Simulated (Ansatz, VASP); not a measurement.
**Two plane-wave programs on Al2O3**

File INCAR:

```
SYSTEM = Al2O3
ALGO = Normal
EDIFF = 1E-7
EDIFFG = -0.01
ENCUT = 600
IBRION = 2
ISIF = 3
ISMEAR = -1
LASPH = .TRUE.
LCHARG = .FALSE.
LREAL = .FALSE.
LWAVE = .FALSE.
NELM = 100
NSW = 60
PREC = Accurate
SIGMA = 0.05
```

KPOINTS

```
k-points
0
G
  10 10 4
  0 0 0
```

File POSCAR:

```
Al2O3
1.0
    3.0174825440      0.0000000000      0.0000000000
   -1.5087412720      2.6132165386      0.0000000000
    0.0000000000      0.0000000000      7.5746360022
Al O
2 3
Direct
    0.0000000000      0.0000000000      0.7220490000
    0.0000000000      0.0000000000      0.2779510000
    0.0000000000      0.0000000000      0.5000000000
    0.6666666667      0.3333333333      0.8005460000
    0.3333333333      0.6666666667      0.1994540000
```

File input.yaml:

```yaml
crystal:
  lattice:
    - [3.017482544, 0.0, 0.0]
    - [-1.508741272, 2.6132165386, 0.0]
    - [0.0, 0.0, 7.5746360022]
  atoms:
    - { symbol: Al, position: [0.0, 0.0, 0.722049] }
    - { symbol: Al, position: [0.0, 0.0, 0.277951] }
    - { symbol: O, position: [0.0, 0.0, 0.5] }
    - { symbol: O, position: [0.6666666667, 0.3333333333, 0.800546] }
    - { symbol: O, position: [0.3333333333, 0.6666666667, 0.199454] }
hamiltonian:
  xc: lda
  pseudopotentials: { kind: paw }
kpoints:
  mp_grid: { grid: [10, 10, 4] }
scf:
  occupations: { method: fermi_dirac, width: 0.05 }
output:
  forces: true
  stress: true
  eigenvalues: true
relax:
  f_tol: 0.01
  max_steps: 40
  cell: { stress_tol: 0.05 }
```

Alike in both runs: task relaxation of cell and atoms; functional LDA; k mesh 10 × 10 × 4; occupations fermi-dirac, width 0.05 eV; no spin polarisation.

|  | VASP | Ansatz |
| --- | --- | --- |
| version | VASP 6.6.1 | Ansatz 0.2.0 |
| potentials or method | VASP PAW LDA potentials, release 64 (Al, O) | Ansatz PAW |
| plane-wave cutoff (eV) | 600 | 420 |
| valence electrons in the cell | 24 | 24 |

```tsv
	VASP	Ansatz	Ansatz less VASP
gap on the k mesh at the Fermi level, each at its own relaxed structure (eV)	2.45	2.50	+0.049
relaxed volume (Å³/atom)	11.08	11.18	+0.097
relaxed cell length with the largest relative difference (Å)	7.279	7.354	+0.0743
```

LDA's correlation is that of Perdew and Zunger in VASP and of Perdew and Wang (1992) in Ansatz.

Noted on Ansatz's run: the plane-wave basis is chosen anew once the cell has moved, so the energies of steps on either side of that aren't comparable.
